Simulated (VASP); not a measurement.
# Tc (Fd-3m) in VASP: single point with LDA

Aim: the single point of Tc with LDA.

All numbers are computed with VASP 6.6.1; they aren't measurements. Logs are shortened: lines on timing, memory, paths and dates and some standing lists are left out, and cuts for length are marked.

### Step 1. The cell of the first run

It takes space group Fd-3m (No. 227, cubic). The conventional cell has a = 5.444 Å, b = 5.444 Å, c = 5.444 Å, α = 90.00°, β = 90.00°, γ = 90.00°. Tc (site symmetry -43m) has 4 Tc at 2.36 Å within 3.1 Å.

This isn't the form of Tc at room conditions, which is hcp.

### Step 2. Single point, LDA

INCAR reads:

```
SYSTEM = Tc
PREC = Accurate
ENCUT = 520
EDIFF = 1E-6
ISMEAR = -1
SIGMA = 0.13605693000000002
LREAL = .False.
LASPH = .True.
NELM = 60
ALGO = Normal
ISIF = 2
LWAVE = .False.
LCHARG = .False.
NBANDS = 20
```

KPOINTS reads:

```
Automatic mesh
0
Gamma
  8 8 8
  0 0 0
```

POSCAR reads:

```
Tc
1.0
    0.0000000000      2.7219968036      2.7219968036
    2.7219968036      0.0000000000      2.7219968036
    2.7219968036      2.7219968036      0.0000000000
Tc
2
Direct
    0.0000000000      0.0000000000      0.0000000000
    0.2500000000      0.2500000000      0.2500000000
```

Potentials or basis: VASP PAW LDA potentials, release 64 (Tc_pv).

The run is started by

```
cat potpaw_LDA.64/Tc_pv/POTCAR > POTCAR
mpirun -np 1 vasp_std > vasp.out
```

OUTCAR:

```text
SYSTEM = Tc
   PREC = Accurate
   ENCUT = 520
   EDIFF = 1E-6
   ISMEAR = -1
   LREAL = .False.
   LASPH = .True.
   NELM = 60
   ISIF = 2

 ion  position               nearest neighbor table
   1  0.000  0.000  0.000-   2 2.36   2 2.36   2 2.36   2 2.36
   2  0.250  0.250  0.250-   1 2.36   1 2.36   1 2.36   1 2.36

  LATTYP: Found a face centered cubic cell.
 ALAT       =     5.4439936072

  Lattice vectors:

 A1 = (   0.0000000000,   2.7219968036,   2.7219968036)
 A2 = (   2.7219968036,   0.0000000000,   2.7219968036)
 A3 = (   2.7219968036,   2.7219968036,   0.0000000000)

Analysis of symmetry for initial positions (statically):
=====================================================================
 Subroutine PRICEL returns:
 Original cell was already a primitive cell.

 Routine SETGRP: Setting up the symmetry group for a
 face centered cubic supercell.

 Subroutine GETGRP returns: Found 48 space group operations
 (whereof 24 operations were pure point group operations)
 out of a pool of 48 trial point group operations.

The static configuration has the point symmetry T_d .
 The point group associated with its full space group is O_h .

Analysis of symmetry for dynamics (positions and initial velocities):
=====================================================================
 Subroutine PRICEL returns:
 Original cell was already a primitive cell.

 Routine SETGRP: Setting up the symmetry group for a
 face centered cubic supercell.

 Subroutine GETGRP returns: Found 48 space group operations
 (whereof 24 operations were pure point group operations)
 out of a pool of 48 trial point group operations.

The dynamic configuration has the point symmetry T_d .
 The point group associated with its full space group is O_h .

 Subroutine INISYM returns: Found 48 space group operations
 (whereof 24 operations are pure point group operations),
 and found     1 'primitive' translations

----------------------------------------------------------------------------------------

                                     Primitive cell

  volume of cell :      40.3360

  direct lattice vectors                    reciprocal lattice vectors
     0.000000000  2.721996804  2.721996804    -0.183688680  0.183688680  0.183688680
     2.721996804  0.000000000  2.721996804     0.183688680 -0.183688680  0.183688680
     2.721996804  2.721996804  0.000000000     0.183688680  0.183688680 -0.183688680

  length of vectors
     3.849484796  3.849484796  3.849484796     0.318158127  0.318158127  0.318158127

  position of ions in fractional coordinates (direct lattice)
     0.000000000  0.000000000  0.000000000
     0.250000000  0.250000000  0.250000000

  ion indices of the primitive-cell ions
   primitive index   ion index
                 1           1
                 2           2

----------------------------------------------------------------------------------------

 KPOINTS: Automatic mesh

Automatic generation of k-mesh.
 Grid dimensions read from file:
 generate k-points for:    8    8    8

 Generating k-lattice:

  Cartesian coordinates                     Fractional coordinates (reciprocal lattice)
    -0.022961085  0.022961085  0.022961085     0.125000000  0.000000000  0.000000000
     0.022961085 -0.022961085  0.022961085     0.000000000  0.125000000  0.000000000
     0.022961085  0.022961085 -0.022961085     0.000000000  0.000000000  0.125000000

  Length of vectors
     0.039769766  0.039769766  0.039769766

  Shift w.r.t. Gamma in fractional coordinates (k-lattice)
     0.000000000  0.000000000  0.000000000

 Subroutine IBZKPT returns following result:
 ===========================================

 Found     29 irreducible k-points:

 Following reciprocal coordinates:
            Coordinates               Weight
  0.000000  0.000000  0.000000      1.000000
  0.125000  0.000000  0.000000      8.000000
  0.250000  0.000000  0.000000      8.000000
  0.375000  0.000000  0.000000      8.000000
  0.500000  0.000000  0.000000      4.000000
  0.125000  0.125000  0.000000      6.000000
[... 16 lines left out ...]
  0.500000  0.250000  0.125000     48.000000
 -0.375000  0.250000  0.125000     24.000000
 [... further k-points ...]
   k-points           NKPTS =     29   k-points in BZ     NKDIM =     29   number of bands    NBANDS=     20
   number of dos      NEDOS =    301   number of ions     NIONS =      2
   total plane-waves  NPLWV =  27000
   dimension x,y,z NGX =    30 NGY =   30 NGZ =   30
   dimension x,y,z NGXF=    60 NGYF=   60 NGZF=   60
   ions per type =               2
   NGX,Y,Z   is equivalent  to a cutoff of  12.96, 12.96, 12.96 a.u.
   NGXF,Y,Z  is equivalent  to a cutoff of  25.91, 25.91, 25.91 a.u.
 SYSTEM =  Tc
   PREC   = accura    normal or accurate (medium, high low for compatibility)
   ISTART =      0    job   : 0-new  1-cont  2-samecut
   ICHARG =      2    charge: 1-file 2-atom 10-const
   ISPIN  =      1    spin polarized calculation?
   LNONCOLLINEAR =      F non collinear calculations
   LSORBIT =      F    spin-orbit coupling
   LASPH  =      T    aspherical Exc in radial PAW
   ENCUT  =  520.0 eV  38.22 Ry    6.18 a.u.   7.16  7.16  7.16*2*pi/ulx,y,z
   NELM   =     60;   NELMIN=  2; NELMDL= -5     # of ELM steps
   EDIFF  = 0.1E-05   stopping-criterion for ELM
   LREAL  =      F    real-space projection
   EDIFFG = 0.1E-04   stopping-criterion for IOM
   NSW    =      0    number of steps for IOM
   IBRION =     -1    ionic relax: 0-MD 1-quasi-New 2-CG
   NFREE  =      0    steps in history (QN), initial steepest desc. (CG)
   ISIF   =      2    stress and relaxation
   ISYM   =      2    0-nonsym 1-usesym 2-fastsym
   POTIM  = 0.5000    time-step for ionic-motion
   TEBEG  =    0.0;   TEEND  =   0.0 temperature during run
   PSTRESS=    0.0 pullay stress
   NELECT =      26.0000    total number of electrons
   NUPDOWN=      -1.0000    fix difference up-down
   EMIN   =  10.00;   EMAX   =-10.00  energy-range for DOS
   EFERMI =   0.00;   METHOD = LEGACY
   ISMEAR =    -1;   SIGMA  =   0.14  broadening in eV -4-tet -1-fermi 0-gaus
   EFERMI_NEDOS =   21; number of points for ismear=-14 and -15
   IALGO  =     38    algorithm
   IMIX   =      4    mixing-type and parameters
     AMIX     =   0.40;   BMIX     =  1.00
     AMIX_MAG =   1.60;   BMIX_MAG =  1.00
  volume/ion in A,a.u.               =      20.17       136.10
  Fermi-wavevector in a.u.,A,eV,Ry     =   1.414170  2.672394 27.209982  1.999877
  Thomas-Fermi vector in A             =   2.535740
   LORBIT       =      0    0 simple, 1 ext, 2 COOP (PROOUT), +10 PAW based schemes
   GGA     = CA    functional components
   LHFCALC =     F    Hartree Fock is set to
   AEXX    =    0.0000 exact exchange contribution
   IVDW    =     0    specifies the selected vdW correction
   LEPSILON=     F    determine dielectric tensor
   LRPA    =     F    only Hartree local field effects (RPA)
 non-spin polarized calculation
  energy-cutoff  :      520.00
  volume of cell :       40.34
 maximum number of plane-waves:      1106
 NGX is ok and might be reduce to    30
   NGX = 15   NGY = 15   NGZ = 15

 number of electron      25.9999997 magnetization

 Free energy of the ion-electron system (eV)
  ---------------------------------------------------
  ext. energy  EPLUGINS =         0.00000000
  ---------------------------------------------------
  free energy    TOTEN  =       -20.27047758 eV

  energy without entropy =      -20.14740386  energy(sigma->0) =      -20.20894072

 E-fermi :   7.5042     XC(G=0): -11.6834

 val. band max:        7.4464314645   @ k =  -0.3750   0.1250   0.0000
 cond. band min:       7.5132028625   @ k =   0.5000   0.1250   0.0000
 fundamental gap:      0.0667713979
 Fermi energy:         7.5042366162

 k-point     1 :       0.0000    0.0000    0.0000
  band No.  band energies     occupation
      1     -31.4178      2.00000
      2     -31.4178      2.00000
      3     -31.4178      2.00000
      4     -30.2415      2.00000
      5     -30.2415      2.00000
      6     -30.2415      2.00000
[... 12 lines left out ...]
     19      20.4490      0.00000
     20      20.4490      0.00000

 k-point     2 :       0.1250    0.0000    0.0000
  band No.  band energies     occupation
      1     -31.4398      2.00000
      2     -31.4398      2.00000
      3     -31.4164      2.00000
      4     -30.2440      2.00000
      5     -30.2177      2.00000
      6     -30.2177      2.00000
[... 12 lines left out ...]
     19      20.0029      0.00000
     20      20.4755      0.00000

 k-point     3 :       0.2500    0.0000    0.0000
  band No.  band energies     occupation
      1     -31.4896      2.00000
      2     -31.4896      2.00000
      3     -31.4146      2.00000
      4     -30.2484      2.00000
      5     -30.1636      2.00000
      6     -30.1636      2.00000
[... 12 lines left out ...]
     19      18.3466      0.00000
     20      20.0127      0.00000

 k-point     4 :       0.3750    0.0000    0.0000
  band No.  band energies     occupation
      1     -31.5357      2.00000
      2     -31.5357      2.00000
      3     -31.4145      2.00000
      4     -30.2506      2.00000
      5     -30.1132      2.00000
      6     -30.1132      2.00000
[... 12 lines left out ...]
     19      17.9642      0.00000
     20      19.1340      0.00000

 k-point     5 :       0.5000    0.0000    0.0000
  band No.  band energies     occupation
      1     -31.5537      2.00000
      2     -31.5537      2.00000
      3     -31.4150      2.00000
      4     -30.2510      2.00000
      5     -30.0933      2.00000
      6     -30.0933      2.00000
[... 12 lines left out ...]
     19      17.8856      0.00000
     20      18.7734      0.00000
[... 353 lines left out ...]
      6     -29.9432      2.00000
[... 12 lines left out ...]
     19      13.0353      0.00000
     20      13.0353      0.00000

 k-point    22 :       0.3750    0.2500    0.1250
  band No.  band energies     occupation
      1     -31.6016      2.00000
      2     -31.5476      2.00000
      3     -31.2685      2.00000
      4     -30.3984      2.00000
      5     -30.1006      2.00000
      6     -30.0479      2.00000
[... 12 lines left out ...]
     19      16.0809      0.00000
     20      17.7001      0.00000

 k-point    23 :       0.5000    0.2500    0.1250
  band No.  band energies     occupation
      1     -31.6622      2.00000
      2     -31.5880      2.00000
      3     -31.2003      2.00000
      4     -30.4640      2.00000
      5     -30.0571      2.00000
      6     -29.9876      2.00000
[... 12 lines left out ...]
     19      15.4284      0.00000
     20      16.6971      0.00000

 k-point    24 :      -0.3750    0.2500    0.1250
  band No.  band energies     occupation
      1     -31.6836      2.00000
      2     -31.6067      2.00000
      3     -31.1692      2.00000
      4     -30.4936      2.00000
      5     -30.0368      2.00000
      6     -29.9671      2.00000
[... 12 lines left out ...]
     19      15.4595      0.00000
     20      15.9508      0.00000

 [... further k-points ...]
[... 5 lines left out ...]
  --------------------------------------------------------------------------------------
  -------------------------------------------------------------------------------------
  Total       -0.0028492     -0.0028492     -0.0028492     -0.0000000     -0.0000000      0.0000000
  in kB       -0.1131709     -0.1131709     -0.1131709     -0.0000000     -0.0000000      0.0000000
  external PRESSURE =      -0.1131709 kB  Pullay stress =       0.0000000 kB

 VOLUME and BASIS-vectors are now :
 -----------------------------------------------------------------------------
  energy-cutoff  :      520.00
  volume of cell :       40.34
      direct lattice vectors                 reciprocal lattice vectors
     0.000000000  2.721996804  2.721996804    -0.183688680  0.183688680  0.183688680
     2.721996804  0.000000000  2.721996804     0.183688680 -0.183688680  0.183688680
     2.721996804  2.721996804  0.000000000     0.183688680  0.183688680 -0.183688680

 POSITION                                       TOTAL-FORCE (eV/Angst)
 -----------------------------------------------------------------------------------
      0.00000      0.00000      0.00000         0.000000      0.000000      0.000000
      1.36100      1.36100      1.36100        -0.000000     -0.000000     -0.000000
 -----------------------------------------------------------------------------------
    total drift:                                0.000000     -0.000000      0.000000

  FREE ENERGIE OF THE ION-ELECTRON SYSTEM (eV)
  ---------------------------------------------------
  free  energy   TOTEN  =       -20.2704775766 eV

  energy  without entropy=      -20.1474038633  energy(sigma->0) =      -20.20894072
```

Wall time 10 s (1 thread of Intel Xeon 6975P-C (Granite Rapids), shared host); peak memory 0.14 GiB.

What came out:

```yaml
Free_energy: -20.2705 eV
Pressure: 0.0 GPa
Band_gap_on_the_k_mesh: zero (bands 13 and 14 overlap by 1.00 eV)
```
